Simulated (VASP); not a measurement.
Here is a VASP 6.6.1 calculation.

INCAR

```
SYSTEM = Au
ALGO = Normal
EDIFF = 1E-6
ENCUT = 520
GGA = CA
ISIF = 2
ISMEAR = -1
LASPH = .True.
LCHARG = .True.
LELF = .True.
LREAL = .False.
LVHAR = .True.
LWAVE = .False.
NBANDS = 12
NELM = 80
PREC = Accurate
SIGMA = 0.1
```

The input KPOINTS:

```
k-points
0
Gamma
  13 13 13
  0 0 0
```

File POSCAR:

```
Au
1.0
    2.6673447241      0.0000000000      0.0000000000
    0.0000000000      2.6673447241      0.0000000000
    0.0000000000      0.0000000000      2.6673447241
Au
1
Direct
    0.0000000000      0.0000000000      0.0000000000
```

Potentials or basis: VASP PAW LDA potentials, release 64 (Au).

Run with:

```bash
$ cat potpaw_LDA.64/Au/POTCAR > POTCAR
$ mpirun -np 1 vasp_std > vasp.out
```

Predict the pressure.

0.6 GPa.
